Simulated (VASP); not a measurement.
Wanted: the native input for a VASP 6.6.1 run.

```
Task                   : single point
Functional             : PBE
Potentials or basis    : VASP PAW PBE potentials, release 64 (In_d, As)
Cutoff                 : 520 eV
k mesh                 : 16 × 16 × 16
Occupations            : gaussian, width 0.15 eV
Spin                   : no spin polarisation
Dipole correction      : no
Further INCAR settings : ALGO = Normal; EDIFF = 1e-06; NBANDS = 16
```

The structure of InAs lies in POSCAR:

```
InAs
1.0
    0.0000000000      3.0005782682      3.0933796579
    3.0005782682      0.0000000000      3.0933796579
    3.0005782682      3.0005782682      0.0000000000
In As
1 1
Direct
    0.0000000000      0.0000000000      0.0000000000
    0.7500000000      0.7500000000      0.7500000000
```

This cell differs from its parent crystal: strain -0.030 along x and y, +0.000 along z.

The input as run:

INCAR

```
PREC = Accurate ; ENCUT = 520
EDIFF = 1E-6 ; ISMEAR = 0
SIGMA = 0.15 ; LREAL = F
LASPH = T ; NELM = 60
ALGO = Normal ; ISIF = 2
LWAVE = F ; LCHARG = T
GGA = PE ; LELF = T
LVHAR = T ; NBANDS = 16
```

KPOINTS

```
Automatic mesh
0
Gamma
  16 16 16
```

Potentials or basis: VASP PAW PBE potentials, release 64 (In_d, As).

The run is started by

```console
$ cat potpaw_PBE.64/In_d/POTCAR potpaw_PBE.64/As/POTCAR > POTCAR
$ mpirun -np 1 vasp_std > vasp.out
```

It gave:

```
Pressure               : 3.4 GPa
Band gap on the k mesh : zero (filled and empty bands touch)
```

Caveat: the cell differs from its parent crystal (strain -0.030 along x and y, +0.000 along z); spin-orbit coupling is left out, which moves the levels of the heavy elements.

Run time: 81 s on 1 thread of Intel(R) Xeon(R) 6975P-C (Granite Rapids) (shared host), peak memory 0.43 GiB.
